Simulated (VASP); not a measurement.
# KF (P1) in VASP: single point with PBE

Aim: the single point of KF with PBE.

All numbers are computed with VASP 6.6.1; they aren't measurements. Logs are shortened: lines on timing, memory, paths and dates and some standing lists are left out, and cuts for length are marked.

**1. The cell of the first run**

The typed cell holds 16 atoms: a = 6.518 Å, b = 6.518 Å, c = 6.518 Å, α = 90.00°, β = 90.00°, γ = 90.00°.

**2. Single point, PBE (dynamics (nvt langevin) at 200 K, volume x 1.0, from the last frame before)**

INCAR reads:

```
SYSTEM = KF
ALGO = Normal ; EDIFF = 1E-6
ENCUT = 520 ; GGA = PE
ISIF = 2 ; ISMEAR = -1
LASPH = .TRUE. ; LCHARG = .TRUE.
LELF = .TRUE. ; LREAL = Auto
LVHAR = .TRUE. ; LWAVE = .FALSE.
NBANDS = 78 ; NELM = 100
PREC = Accurate ; SIGMA = 0.02
```

KPOINTS reads:

```
Automatic mesh
0
Gamma
  2 2 2
  0.5 0.5 0.5
```

POSCAR reads:

```
KF
1.0
    0.0000000000      0.0000000000      6.5179100000
    6.5179100000      0.0000000000      0.0000000000
    0.0000000000      6.5179100000      0.0000000000
K F
8 8
Direct
   -0.0062052100      0.0064858214      0.0042866502
    0.4993421204     -0.0003866270      0.0008120701
    0.0012148066      0.0049954663      0.5038625879
    0.4995582940     -0.0062898997      0.4990674925
   -0.0021523771      0.5033612001      0.0000662789
    0.5047820544      0.4974872313     -0.0042828146
   -0.0061143833      0.5051610102      0.4946712980
    0.5014731716      0.4921522390      0.4956499860
    0.2461629571      0.2512179518      0.2458490528
    0.7264558731      0.2697892423      0.2584980462
    0.2516242170      0.2537150712      0.7352450402
    0.7507621308      0.2463304955      0.7623449848
    0.2469696575      0.7522570885      0.2204594724
    0.7431271681      0.7421741018      0.2323192557
    0.2520521149      0.7413491441      0.7541044599
    0.7526538415      0.7420798998      0.7406099501
```

Potentials or basis: VASP PAW PBE potentials, release 64 (K_sv, F).

Launch:

```sh
cat potpaw_PBE.64/K_sv/POTCAR potpaw_PBE.64/F/POTCAR > POTCAR
mpirun -np 1 vasp_std > vasp.out
```

OUTCAR:

```text
SYSTEM = KF
   EDIFF = 1E-6
   ENCUT = 520
   GGA = PE
   ISIF = 2
   ISMEAR = -1
   LASPH = .TRUE.
   LREAL = Auto
   NELM = 100
   PREC = Accurate

 ion  position               nearest neighbor table
   1  0.994  0.006  0.004-  12 2.73  13 2.73   9 2.78  14 2.80   2 3.22   5 3.24   3 3.26   3 3.26
                             5 3.28   2 3.30
   2  0.499  1.000  0.001-  13 2.71  14 2.76  12 2.77   9 2.82  15 2.83  10 2.85   1 3.22   6 3.25
                             4 3.25   4 3.27   6 3.27   1 3.30
   3  0.001  0.005  0.504-  11 2.75  16 2.82   9 2.82  12 2.82   4 3.25   1 3.26   7 3.26   7 3.26
                             1 3.26   4 3.27
   4  0.500  0.994  0.499-  11 2.80  10 2.81  16 2.81  15 2.84   2 3.25   8 3.25   3 3.25   8 3.27
                             2 3.27   3 3.27
   5  0.998  0.503  0.000-  13 2.71  14 2.73  15 2.78  12 2.79  16 2.80   9 2.81   6 3.21   7 3.22
                             1 3.24   1 3.28   7 3.29   6 3.30
   6  0.505  0.497  0.996-  10 2.69  14 2.71  12 2.75  15 2.78  13 2.78  16 2.81   9 2.84  11 2.85
                             5 3.21   2 3.25   8 3.26   8 3.26   2 3.27   5 3.30
   7  0.994  0.505  0.495-  16 2.73  10 2.79  11 2.82  14 2.83  15 2.84   9 2.84   8 3.21   5 3.22
                             3 3.26   3 3.26   5 3.29   8 3.31
   8  0.501  0.492  0.496-  10 2.58  11 2.74  16 2.81   9 2.81  14 2.84  15 2.85   7 3.21   4 3.25
                             6 3.26   6 3.26   4 3.27   7 3.31
   9  0.246  0.251  0.246-   1 2.78   8 2.81   5 2.81   3 2.82   2 2.82   7 2.84   6 2.84
  10  0.726  0.270  0.258-   8 2.58   6 2.69   7 2.79   4 2.81   2 2.85
  11  0.252  0.254  0.735-   8 2.74   3 2.75   4 2.80   7 2.82   6 2.85
  12  0.751  0.246  0.762-   1 2.73   6 2.75   2 2.77   5 2.79   3 2.82
  13  0.247  0.752  0.220-   5 2.71   2 2.71   1 2.73   6 2.78
  14  0.743  0.742  0.232-   6 2.71   5 2.73   2 2.76   1 2.80   7 2.83   8 2.84
  15  0.252  0.741  0.754-   6 2.78   5 2.78   2 2.83   7 2.84   4 2.84   8 2.85
  16  0.753  0.742  0.741-   7 2.73   5 2.80   8 2.81   4 2.81   6 2.81   3 2.82

  LATTYP: Found a simple cubic cell.
 ALAT       =     6.5179100000

  Lattice vectors:

 A1 = (   0.0000000000,   0.0000000000,   6.5179100000)
 A2 = (   6.5179100000,   0.0000000000,   0.0000000000)
 A3 = (   0.0000000000,   6.5179100000,   0.0000000000)

Analysis of symmetry for initial positions (statically):
=====================================================================
 Subroutine PRICEL returns:
 Original cell was already a primitive cell.

 Routine SETGRP: Setting up the symmetry group for a
 simple cubic supercell.

 Subroutine GETGRP returns: Found  1 space group operations
 (whereof  1 operations were pure point group operations)
 out of a pool of 48 trial point group operations.

The static configuration has the point symmetry C_1 .

Analysis of symmetry for dynamics (positions and initial velocities):
=====================================================================
 Subroutine PRICEL returns:
 Original cell was already a primitive cell.

 Routine SETGRP: Setting up the symmetry group for a
 simple cubic supercell.

 Subroutine GETGRP returns: Found  1 space group operations
 (whereof  1 operations were pure point group operations)
 out of a pool of 48 trial point group operations.

The dynamic configuration has the point symmetry C_1 .

 Subroutine INISYM returns: Found  1 space group operations
 (whereof  1 operations are pure point group operations),
 and found     1 'primitive' translations

----------------------------------------------------------------------------------------

                                     Primitive cell

  volume of cell :     276.9014

  direct lattice vectors                    reciprocal lattice vectors
     0.000000000  0.000000000  6.517910000     0.000000000  0.000000000  0.153423413
     6.517910000  0.000000000  0.000000000     0.153423413  0.000000000  0.000000000
     0.000000000  6.517910000  0.000000000     0.000000000  0.153423413  0.000000000

  length of vectors
     6.517910000  6.517910000  6.517910000     0.153423413  0.153423413  0.153423413

  position of ions in fractional coordinates (direct lattice)
     0.993794790  0.006485821  0.004286650
     0.499342120  0.999613373  0.000812070
     0.001214807  0.004995466  0.503862588
     0.499558294  0.993710100  0.499067492
     0.997847623  0.503361200  0.000066279
     0.504782054  0.497487231  0.995717185
[... 8 lines left out ...]
     0.252052115  0.741349144  0.754104460
     0.752653841  0.742079900  0.740609950

  ion indices of the primitive-cell ions
   primitive index   ion index
                 1           1
                 2           2
                 3           3
                 4           4
                 5           5
                 6           6
[... 8 lines left out ...]
                15          15
                16          16

----------------------------------------------------------------------------------------

 KPOINTS: Automatic mesh

Automatic generation of k-mesh.
 Grid dimensions read from file:
 generate k-points for:    2    2    2

 Generating k-lattice:

  Cartesian coordinates                     Fractional coordinates (reciprocal lattice)
     0.000000000  0.000000000  0.076711707     0.500000000  0.000000000  0.000000000
     0.076711707  0.000000000  0.000000000     0.000000000  0.500000000  0.000000000
     0.000000000  0.076711707  0.000000000     0.000000000  0.000000000  0.500000000

  Length of vectors
     0.076711707  0.076711707  0.076711707

  Shift w.r.t. Gamma in fractional coordinates (k-lattice)
     0.500000000  0.500000000  0.500000000

 Subroutine IBZKPT returns following result:
 ===========================================

 Found      4 irreducible k-points:

 Following reciprocal coordinates:
            Coordinates               Weight
  0.250000  0.250000  0.250000      2.000000
 -0.250000  0.250000  0.250000      2.000000
 -0.250000 -0.250000  0.250000      2.000000
  0.250000 -0.250000  0.250000      2.000000
   k-points           NKPTS =      4   k-points in BZ     NKDIM =      4   number of bands    NBANDS=     78
   number of dos      NEDOS =    301   number of ions     NIONS =     16
   total plane-waves  NPLWV = 110592
   dimension x,y,z NGX =    48 NGY =   48 NGZ =   48
   dimension x,y,z NGXF=    96 NGYF=   96 NGZF=   96
   ions per type =               8   8
   NGX,Y,Z   is equivalent  to a cutoff of  12.24, 12.24, 12.24 a.u.
   NGXF,Y,Z  is equivalent  to a cutoff of  24.49, 24.49, 24.49 a.u.
 SYSTEM =  KF
   PREC   = accura    normal or accurate (medium, high low for compatibility)
   ISTART =      0    job   : 0-new  1-cont  2-samecut
   ICHARG =      2    charge: 1-file 2-atom 10-const
   ISPIN  =      1    spin polarized calculation?
   LNONCOLLINEAR =      F non collinear calculations
   LSORBIT =      F    spin-orbit coupling
   LASPH  =      T    aspherical Exc in radial PAW
   ENCUT  =  520.0 eV  38.22 Ry    6.18 a.u.  12.12 12.12 12.12*2*pi/ulx,y,z
   NELM   =    100;   NELMIN=  2; NELMDL= -5     # of ELM steps
   EDIFF  = 0.1E-05   stopping-criterion for ELM
   LREAL  =      T    real-space projection
   EDIFFG = 0.1E-04   stopping-criterion for IOM
   NSW    =      0    number of steps for IOM
   IBRION =     -1    ionic relax: 0-MD 1-quasi-New 2-CG
   NFREE  =      0    steps in history (QN), initial steepest desc. (CG)
   ISIF   =      2    stress and relaxation
   ISYM   =      2    0-nonsym 1-usesym 2-fastsym
   POTIM  = 0.5000    time-step for ionic-motion
   TEBEG  =    0.0;   TEEND  =   0.0 temperature during run
   PSTRESS=    0.0 pullay stress
   NELECT =     128.0000    total number of electrons
   NUPDOWN=      -1.0000    fix difference up-down
   EMIN   =  10.00;   EMAX   =-10.00  energy-range for DOS
   EFERMI =   0.00;   METHOD = LEGACY
   ISMEAR =    -1;   SIGMA  =   0.02  broadening in eV -4-tet -1-fermi 0-gaus
   EFERMI_NEDOS =   21; number of points for ismear=-14 and -15
   IALGO  =     38    algorithm
   IMIX   =      4    mixing-type and parameters
     AMIX     =   0.40;   BMIX     =  1.00
     AMIX_MAG =   1.60;   BMIX_MAG =  1.00
  volume/ion in A,a.u.               =      17.31       116.79
  Fermi-wavevector in a.u.,A,eV,Ry     =   1.265814  2.392041 21.800402  1.602284
  Thomas-Fermi vector in A             =   2.399047
   LORBIT       =      0    0 simple, 1 ext, 2 COOP (PROOUT), +10 PAW based schemes
   GGA     = PE    functional components
[... 5 lines left out ...]
 non-spin polarized calculation
  energy-cutoff  :      520.00
  volume of cell :      276.90
 maximum number of plane-waves:      7466
   NGX = 25   NGY = 25   NGZ = 25

 number of electron     127.9999997 magnetization

 Free energy of the ion-electron system (eV)
  ---------------------------------------------------
  ext. energy  EPLUGINS =         0.00000000
  ---------------------------------------------------
  free energy    TOTEN  =       -64.61098378 eV

  energy without entropy =      -64.61098378  energy(sigma->0) =      -64.61098378

 E-fermi :  -1.5395     XC(G=0):  -9.0196

 val. band max:       -2.0876347087   @ k =  -0.2500   0.2500   0.2500
 cond. band min:       5.2800534409   @ k =  -0.2500   0.2500   0.2500
 fundamental gap:      7.3676881496
 Fermi energy:        -1.5394564045

 k-point     1 :       0.2500    0.2500    0.2500
  band No.  band energies     occupation
      1     -29.2047      2.00000
      2     -29.0594      2.00000
      3     -28.9755      2.00000
      4     -28.9413      2.00000
      5     -28.8233      2.00000
      6     -28.7385      2.00000
[... 68 lines left out ...]
     75       7.4733      0.00000
     76       7.5350      0.00000

 k-point     2 :      -0.2500    0.2500    0.2500
  band No.  band energies     occupation
      1     -29.2046      2.00000
      2     -29.0594      2.00000
      3     -28.9755      2.00000
      4     -28.9413      2.00000
      5     -28.8233      2.00000
      6     -28.7385      2.00000
[... 68 lines left out ...]
     75       7.4712      0.00000
     76       7.5320      0.00000

 k-point     3 :      -0.2500   -0.2500    0.2500
  band No.  band energies     occupation
      1     -29.2046      2.00000
      2     -29.0594      2.00000
      3     -28.9755      2.00000
      4     -28.9413      2.00000
      5     -28.8233      2.00000
      6     -28.7385      2.00000
[... 68 lines left out ...]
     75       7.4463      0.00000
     76       7.5497      0.00000

 k-point     4 :       0.2500   -0.2500    0.2500
  band No.  band energies     occupation
      1     -29.2047      2.00000
      2     -29.0594      2.00000
      3     -28.9755      2.00000
      4     -28.9413      2.00000
      5     -28.8233      2.00000
      6     -28.7385      2.00000
[... 68 lines left out ...]
     75       7.4417      0.00000
     76       7.5395      0.00000
 [bands above 76 left out]

------------------------ aborting loop because EDIFF is reached ----------------------------------------

  FORCE on cell =-STRESS in cart. coord.  units (eV):
  Direction    XX          YY          ZZ          XY          YZ          ZX
  --------------------------------------------------------------------------------------
  -------------------------------------------------------------------------------------
  Total        0.4080611      0.5089326      0.4515668      0.1019885     -0.0458658     -0.0967993
  in kB        2.3610802      2.9447321      2.6128080      0.5901151     -0.2653841     -0.5600900
  external PRESSURE =       2.6395401 kB  Pullay stress =       0.0000000 kB

 VOLUME and BASIS-vectors are now :
 -----------------------------------------------------------------------------
  energy-cutoff  :      520.00
  volume of cell :      276.90
      direct lattice vectors                 reciprocal lattice vectors
     0.000000000  0.000000000  6.517910000     0.000000000  0.000000000  0.153423413
     6.517910000  0.000000000  0.000000000     0.153423413  0.000000000  0.000000000
     0.000000000  6.517910000  0.000000000     0.000000000  0.153423413  0.000000000

 POSITION                                       TOTAL-FORCE (eV/Angst)
 -----------------------------------------------------------------------------------
      0.04227      0.02794      6.47746        -0.080938     -0.062582      0.096426
      6.51539      0.00529      3.25467        -0.031763     -0.066981     -0.116623
      0.03256      3.28413      0.00792        -0.002209      0.018937      0.020355
      6.47691      3.25288      3.25608        -0.020451      0.010596     -0.030796
      3.28086      0.00043      6.50388         0.032834     -0.118814      0.104203
      3.24258      6.48999      3.29012         0.054703     -0.063813     -0.169766
[... 8 lines left out ...]
      4.83205      4.91519      1.64285         0.195347     -0.293318     -0.045961
      4.83681      4.82723      4.90573         0.141616     -0.078939      0.007721
 -----------------------------------------------------------------------------------
    total drift:                               -0.002246     -0.001202     -0.012210

  FREE ENERGIE OF THE ION-ELECTRON SYSTEM (eV)
  ---------------------------------------------------
  free  energy   TOTEN  =       -64.6109837767 eV

  energy  without entropy=      -64.6109837767  energy(sigma->0) =      -64.61098378
```

Run time: 64 s. Hardware: 1 thread of Intel Xeon 6975P-C (Granite Rapids), shared host; peak memory 0.33 GiB.

What came out:

```yaml
Free_energy: -64.6110 eV
Pressure: 0.3 GPa
Largest_force: 0.520 eV/Å
Band_gap_on_the_k_mesh: 7.37 eV, direct
```

Forces in eV/Å, atoms in the order of the input:
```
K   -0.081 -0.063  0.096
K   -0.032 -0.067 -0.117
K   -0.002  0.019  0.020
K   -0.020  0.011 -0.031
K    0.033 -0.119  0.104
K    0.055 -0.064 -0.170
K   -0.009  0.052  0.117
K    0.102  0.075 -0.192
F   -0.076  0.002 -0.153
F   -0.401 -0.005  0.332
F   -0.165  0.064 -0.055
F   -0.083 -0.145  0.044
F    0.060  0.419 -0.050
F    0.283  0.194  0.091
F    0.195 -0.293 -0.046
F    0.142 -0.079  0.008
```

Stress tensor (GPa, compression positive):
```
 0.24  0.06 -0.06
 0.06  0.29 -0.03
-0.06 -0.03  0.26
```

 A k mesh can miss the band edges.
